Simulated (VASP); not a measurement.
# HfB (Fm-3m) in VASP: notebook

Runs on HfB. Level: r2SCAN+U. Tasks: relaxation of cell and atoms.

Program: VASP 6.6.1. These are calculated values, not measurements. Logs are shortened: lines on timing, memory, paths and dates and some standing lists are left out, and cuts for length are marked.

## (1) The cell of the first run

Symmetry: Fm-3m, No. 225, cubic system. The conventional cell has a = 4.620 Å, b = 4.620 Å, c = 4.620 Å, α = 90.00°, β = 90.00°, γ = 90.00°. Within 3.1 Å of Hf (site symmetry m-3m) lie 6 B at 2.31 Å. Within 3.1 Å of B (site symmetry m-3m) lie 6 Hf at 2.31 Å.

## (2) Relaxation of cell and atoms, r2SCAN+U

POSCAR reads:

```
HfB
1.0
    0.0000000000      2.3100000000      2.3100000000
    2.3100000000      0.0000000000      2.3100000000
    2.3100000000      2.3100000000      0.0000000000
Hf B
1 1
Direct
    0.5000000000      0.5000000000      0.5000000000
    0.0000000000      0.0000000000      0.0000000000
```

INCAR.step1 reads:

```
SYSTEM = HfB
ALGO = Normal
EDIFF = 1E-4
ENCUT = 600
GGA = PE
ISMEAR = -1
LASPH = .TRUE.
LCHARG = .FALSE.
LDAU = .TRUE.
LDAUJ = 0 0
LDAUL = 2 -1
LDAUTYPE = 2
LDAUU = 3 0
LMAXMIX = 4
LREAL = .FALSE.
LWAVE = .TRUE.
NELM = 150
PREC = Accurate
SIGMA = 0.05
```

INCAR.step2 reads:

```
SYSTEM = HfB
ALGO = Normal
EDIFF = 1E-6
EDIFFG = -0.01
ENCUT = 600
IBRION = 2
ISIF = 3
ISMEAR = -1
ISTART = 1
LASPH = .TRUE.
LCHARG = .FALSE.
LDAU = .TRUE.
LDAUJ = 0 0
LDAUL = 2 -1
LDAUPRINT = 1
LDAUTYPE = 2
LDAUU = 3 0
LMAXMIX = 4
LMIXTAU = .TRUE.
LREAL = .FALSE.
LWAVE = .FALSE.
METAGGA = R2SCAN
NELM = 150
NSW = 60
PREC = Accurate
SIGMA = 0.05
```

KPOINTS reads:

```
k-points
0
G
  10 10 10
  0 0 0
```

Potentials or basis: VASP PAW PBE potentials, release 64 (Hf_pv, B).

Started as:

```bash
cat potpaw_PBE.64/Hf_pv/POTCAR potpaw_PBE.64/B/POTCAR > POTCAR
cp INCAR.step1 INCAR
mpirun -np 1 vasp_std > vasp.out
cp INCAR.step2 INCAR
mpirun -np 1 vasp_std > vasp.out
```

OUTCAR:

```text
SYSTEM = HfB
   EDIFF = 1E-6
   EDIFFG = -0.01
   ENCUT = 600
   IBRION = 2
   ISIF = 3
   ISMEAR = -1
   ISTART = 1
   LASPH = .TRUE.
   LREAL = .FALSE.
   METAGGA = R2SCAN
   NELM = 150
   NSW = 60
   PREC = Accurate

 ion  position               nearest neighbor table
   1  0.500  0.500  0.500-   2 2.31   2 2.31   2 2.31   2 2.31   2 2.31   2 2.31
   2  0.000  0.000  0.000-   1 2.31   1 2.31   1 2.31   1 2.31   1 2.31   1 2.31

  LATTYP: Found a face centered cubic cell.
 ALAT       =     4.6200000000

  Lattice vectors:

 A1 = (   0.0000000000,   2.3100000000,   2.3100000000)
 A2 = (   2.3100000000,   0.0000000000,   2.3100000000)
 A3 = (   2.3100000000,   2.3100000000,   0.0000000000)

Analysis of symmetry for initial positions (statically):
=====================================================================
 Subroutine PRICEL returns:
 Original cell was already a primitive cell.

 Routine SETGRP: Setting up the symmetry group for a
 face centered cubic supercell.

 Subroutine GETGRP returns: Found 48 space group operations
 (whereof 48 operations were pure point group operations)
 out of a pool of 48 trial point group operations.

The static configuration has the point symmetry O_h .

Analysis of symmetry for dynamics (positions and initial velocities):
=====================================================================
 Subroutine PRICEL returns:
 Original cell was already a primitive cell.

 Routine SETGRP: Setting up the symmetry group for a
 face centered cubic supercell.

 Subroutine GETGRP returns: Found 48 space group operations
 (whereof 48 operations were pure point group operations)
 out of a pool of 48 trial point group operations.

The dynamic configuration has the point symmetry O_h .

 Subroutine INISYM returns: Found 48 space group operations
 (whereof 48 operations are pure point group operations),
 and found     1 'primitive' translations

----------------------------------------------------------------------------------------

                                     Primitive cell

  volume of cell :      24.6528

  direct lattice vectors                    reciprocal lattice vectors
     0.000000000  2.310000000  2.310000000    -0.216450216  0.216450216  0.216450216
     2.310000000  0.000000000  2.310000000     0.216450216 -0.216450216  0.216450216
     2.310000000  2.310000000  0.000000000     0.216450216  0.216450216 -0.216450216

  length of vectors
     3.266833329  3.266833329  3.266833329     0.374902772  0.374902772  0.374902772

  position of ions in fractional coordinates (direct lattice)
     0.500000000  0.500000000  0.500000000
     0.000000000  0.000000000  0.000000000

  ion indices of the primitive-cell ions
   primitive index   ion index
                 1           1
                 2           2

----------------------------------------------------------------------------------------

 KPOINTS: k-points

Automatic generation of k-mesh.
 Grid dimensions read from file:
 generate k-points for:   10   10   10

 Generating k-lattice:

  Cartesian coordinates                     Fractional coordinates (reciprocal lattice)
    -0.021645022  0.021645022  0.021645022     0.100000000  0.000000000  0.000000000
     0.021645022 -0.021645022  0.021645022     0.000000000  0.100000000  0.000000000
     0.021645022  0.021645022 -0.021645022     0.000000000  0.000000000  0.100000000

  Length of vectors
     0.037490277  0.037490277  0.037490277

  Shift w.r.t. Gamma in fractional coordinates (k-lattice)
     0.000000000  0.000000000  0.000000000

 Subroutine IBZKPT returns following result:
 ===========================================

[... 66 lines left out ...]
     AMIX     =   0.40;   BMIX     =  1.00
     AMIX_MAG =   1.60;   BMIX_MAG =  1.00
  volume/ion in A,a.u.               =      12.33        83.18
  Fermi-wavevector in a.u.,A,eV,Ry     =   1.322617  2.499383 23.800871  1.749315
  Thomas-Fermi vector in A             =   2.452285
   LORBIT       =      0    0 simple, 1 ext, 2 COOP (PROOUT), +10 PAW based schemes
 LDA+U is selected, type is set to LDAUTYPE =  2
   angular momentum for each species LDAUL =     2   -1
   U (eV)           for each species LDAUU =   3.0  0.0
   J (eV)           for each species LDAUJ =   0.0  0.0
   METAGGA = R2SCAN    functional components
   LHFCALC =     F    Hartree Fock is set to
   AEXX    =    0.0000 exact exchange contribution
   IVDW    =     0    specifies the selected vdW correction
   LEPSILON=     F    determine dielectric tensor
   LRPA    =     F    only Hartree local field effects (RPA)
 conjugate gradient relaxation of ions
 non-spin polarized calculation
  energy-cutoff  :      600.00
  volume of cell :       24.65
 maximum number of plane-waves:       869
 NGX is ok and might be reduce to    28
   NGX = 13   NGY = 13   NGZ = 13

--------------------------------------- Ionic step        1  -------------------------------------------

 number of electron      13.0000000 magnetization

 Free energy of the ion-electron system (eV)
  ---------------------------------------------------
  ext. energy  EPLUGINS =         0.00000000
  ---------------------------------------------------
  free energy    TOTEN  =       -50.97405717 eV

  energy without entropy =      -50.96477884  energy(sigma->0) =      -50.96941801

------------------------ aborting loop because EDIFF is reached ----------------------------------------

  FORCE on cell =-STRESS in cart. coord.  units (eV):
  Direction    XX          YY          ZZ          XY          YZ          ZX
  --------------------------------------------------------------------------------------
  -------------------------------------------------------------------------------------
  Total        6.3584813      6.3584813      6.3584813     -0.0000000      0.0000000     -0.0000000
  in kB      413.2359043    413.2359043    413.2359043     -0.0000000      0.0000000     -0.0000000
  external PRESSURE =     413.2359043 kB  Pullay stress =       0.0000000 kB
[... 23 lines left out ...]
--------------------------------------- Ionic step        2  -------------------------------------------

 number of electron      13.0000001 magnetization

 E-fermi :   3.0178     XC(G=0): -11.0939

 val. band max:        2.9993854798   @ k =   0.5000   0.5000   0.0000
 cond. band min:       3.0269163140   @ k =  -0.2000   0.1000   0.0000
 fundamental gap:      0.0275308342
 Fermi energy:         3.0177511295

 k-point     1 :       0.0000    0.0000    0.0000
  band No.  band energies     occupation
      1     -29.4368      2.00000
      2     -29.4368      2.00000
      3     -29.4368      2.00000
      4      -5.8919      2.00000
      5       5.2158      0.00000
      6       5.2158      0.00000
      7       5.2158      0.00000
      8       5.8632      0.00000
      9       5.8632      0.00000
     10       5.8632      0.00000
[... 364 lines left out ...]
  FREE ENERGIE OF THE ION-ELECTRON SYSTEM (eV)
  ---------------------------------------------------
  free  energy   TOTEN  =       -51.5056287258 eV

  energy  without entropy=      -51.4993668784  energy(sigma->0) =      -51.50249780

[... ionic steps 4 to 13 ...]

--------------------------------------- Ionic step       14  -------------------------------------------

 number of electron      13.0000001 magnetization

------------------------ aborting loop because EDIFF is reached ----------------------------------------
[... 61 lines left out ...]
  FREE ENERGIE OF THE ION-ELECTRON SYSTEM (eV)
  ---------------------------------------------------
  free  energy   TOTEN  =       -51.5071728778 eV

  energy  without entropy=      -51.5008373382  energy(sigma->0) =      -51.50400511

atom =   1  type =  1  l = 2

 onsite density matrix

spin component  1

  0.0947 -0.0000  0.0000 -0.0000  0.0000
 -0.0000  0.0947 -0.0000  0.0000  0.0000
  0.0000 -0.0000  0.2306  0.0000 -0.0000
 -0.0000  0.0000  0.0000  0.0947 -0.0000
  0.0000  0.0000 -0.0000 -0.0000  0.2306

spin component  2

  0.0947 -0.0000  0.0000 -0.0000  0.0000
 -0.0000  0.0947 -0.0000  0.0000  0.0000
  0.0000 -0.0000  0.2306  0.0000 -0.0000
 -0.0000  0.0000  0.0000  0.0947 -0.0000
  0.0000  0.0000 -0.0000 -0.0000  0.2306

 occupancies and eigenvectors

  o =  0.0947  v =  0.2306  0.7031 -0.0000  0.6726  0.0000  0.0000  0.0000  0.0000  0.0000  0.0000      0.0000  0.0000  0.0000  0.0000  0.0000  0.0000  0.0000  0.0000  0.0000  0.0000
  o =  0.0947  v =  0.0000  0.0000  0.0000  0.0000  0.0000  0.2306  0.7031 -0.0000  0.6726  0.0000      0.0000  0.0000  0.0000  0.0000  0.0000  0.0000  0.0000  0.0000  0.0000  0.0000
  o =  0.0947  v =  0.2106 -0.7109  0.0000  0.6710 -0.0000  0.0000  0.0000  0.0000  0.0000  0.0000      0.0000  0.0000  0.0000  0.0000  0.0000  0.0000  0.0000  0.0000  0.0000  0.0000
  o =  0.0947  v =  0.0000  0.0000  0.0000  0.0000  0.0000  0.2106 -0.7109  0.0000  0.6710 -0.0000      0.0000  0.0000  0.0000  0.0000  0.0000  0.0000  0.0000  0.0000  0.0000  0.0000
  o =  0.0947  v =  0.0000  0.0000  0.0000  0.0000  0.0000  0.9500 -0.0131 -0.0000 -0.3120 -0.0000      0.0000  0.0000  0.0000  0.0000  0.0000  0.0000  0.0000  0.0000  0.0000  0.0000
  o =  0.0947  v =  0.9500 -0.0131 -0.0000 -0.3120 -0.0000  0.0000  0.0000  0.0000  0.0000  0.0000      0.0000  0.0000  0.0000  0.0000  0.0000  0.0000  0.0000  0.0000  0.0000  0.0000
  o =  0.2306  v =  0.0000  0.0000  0.9965 -0.0000  0.0838  0.0000  0.0000  0.0000  0.0000  0.0000      0.0000  0.0000  0.0000  0.0000  0.0000  0.0000  0.0000  0.0000  0.0000  0.0000
  o =  0.2306  v =  0.0000  0.0000  0.0000  0.0000  0.0000  0.0000  0.0000  0.9965 -0.0000  0.0838      0.0000  0.0000  0.0000  0.0000  0.0000  0.0000  0.0000  0.0000  0.0000  0.0000
  o =  0.2306  v =  0.0000  0.0000  0.0000  0.0000  0.0000 -0.0000  0.0000  0.0838 -0.0000 -0.9965      0.0000  0.0000  0.0000  0.0000  0.0000  0.0000  0.0000  0.0000  0.0000  0.0000
  o =  0.2306  v = -0.0000  0.0000  0.0838 -0.0000 -0.9965  0.0000  0.0000  0.0000  0.0000  0.0000      0.0000  0.0000  0.0000  0.0000  0.0000  0.0000  0.0000  0.0000  0.0000  0.0000

--------------------------------------- Ionic step       16  -------------------------------------------

 number of electron      13.0000001 magnetization

 Free energy of the ion-electron system (eV)
  ---------------------------------------------------
  ext. energy  EPLUGINS =         0.00000000
  ---------------------------------------------------
  free energy    TOTEN  =       -51.50718737 eV

  energy without entropy =      -51.50086288  energy(sigma->0) =      -51.50402512

 E-fermi :   4.3411     XC(G=0): -12.3018

 val. band max:        4.3158504271   @ k =  -0.2000   0.1000   0.0000
 cond. band min:       4.4599542065   @ k =   0.3000   0.2000   0.0000
 fundamental gap:      0.1441037794
 Fermi energy:         4.3410945603

 k-point     1 :       0.0000    0.0000    0.0000
  band No.  band energies     occupation
      1     -26.6928      2.00000
      2     -26.6928      2.00000
      3     -26.6927      2.00000
      4      -5.5065      2.00000
      5       6.9711      0.00000
      6       6.9711      0.00000
      7       6.9711      0.00000
      8       7.8228      0.00000
      9       7.8228      0.00000
     10       7.8228      0.00000
[... 328 lines left out ...]
  FREE ENERGIE OF THE ION-ELECTRON SYSTEM (eV)
  ---------------------------------------------------
  free  energy   TOTEN  =       -51.5071873665 eV

  energy  without entropy=      -51.5008628804  energy(sigma->0) =      -51.50402512

 reached required accuracy - stopping structural energy minimisation
```

Wall time 7.9 min (1 thread of Intel Xeon 6975P-C (Granite Rapids), shared host); peak memory 0.18 GiB.

Results:

* Free energy: -51.5072 eV
* Relaxed volume: 14.70 Å³/atom
* Relaxed cell: a = 3.464 Å, b = 3.464 Å, c = 3.464 Å, α = 60.00°, β = 60.00°, γ = 60.00°
* Space group after relaxing (to 0.1 Å): Fm-3m (No. 225)
* Energy gained by relaxing: 266.6 meV/atom
* Ionic steps: 16
* Pressure after relaxing: 0.0 GPa
* Band gap on the k mesh: zero (an odd number of electrons rules out a gap without spin polarisation)

Step by step:
```csv
step,energy change (eV),largest force (eV/Å),pressure (GPa),volume (Å³)
1,0.0000,0.0000,41.32,24.65
2,0.3055,0.0000,-25.95,37.82
3,-0.5316,0.0000,-1.70,29.71
4,-0.5331,0.0000,-0.29,29.45
5,-0.5331,0.0000,0.43,29.35
6,-0.5331,0.0000,0.28,29.35
7,-0.5331,0.0000,0.29,29.36
8,-0.5331,0.0000,0.26,29.36
9,-0.5331,0.0000,0.26,29.36
10,-0.5331,0.0000,0.26,29.36
11,-0.5331,0.0000,0.26,29.36
12,-0.5331,0.0000,0.26,29.36
13,-0.5331,0.0000,0.26,29.36
14,-0.5331,0.0000,0.25,29.37
15,-0.5331,0.0000,0.24,29.37
16,-0.5331,0.0000,0.03,29.39
```

Final structure:
```
Hf B
1.0
     0.00000    2.44947    2.44947
     2.44947    0.00000    2.44947
     2.44947    2.44947    0.00000
Hf B
1 1
Direct
  0.50000 0.50000 0.50000
  0.00000 0.00000 0.00000
```

Eigenvalues of the final occupation matrices:
```tsv
site	spin	trace	eigenvalues
site 1 d	1	0.75	0.09 0.09 0.09 0.23 0.23
site 1 d	2	0.75	0.09 0.09 0.09 0.23 0.23
```

Caveat: the volume moved by over 15 % at a fixed basis, so the end points are rough; the PAW data sets were made with another functional, which shifts forces and pressure a little; spin-orbit coupling is left out, which moves the levels of the heavy elements; U without spin polarisation on a metal has little footing; the U is typed as a test and isn't derived for this compound. Zero-point motion and thermal expansion aren't in these numbers.

[end of part 1 of 3]

The gap in the log of VASP goes by the Fermi energy; the results here count the filled bands.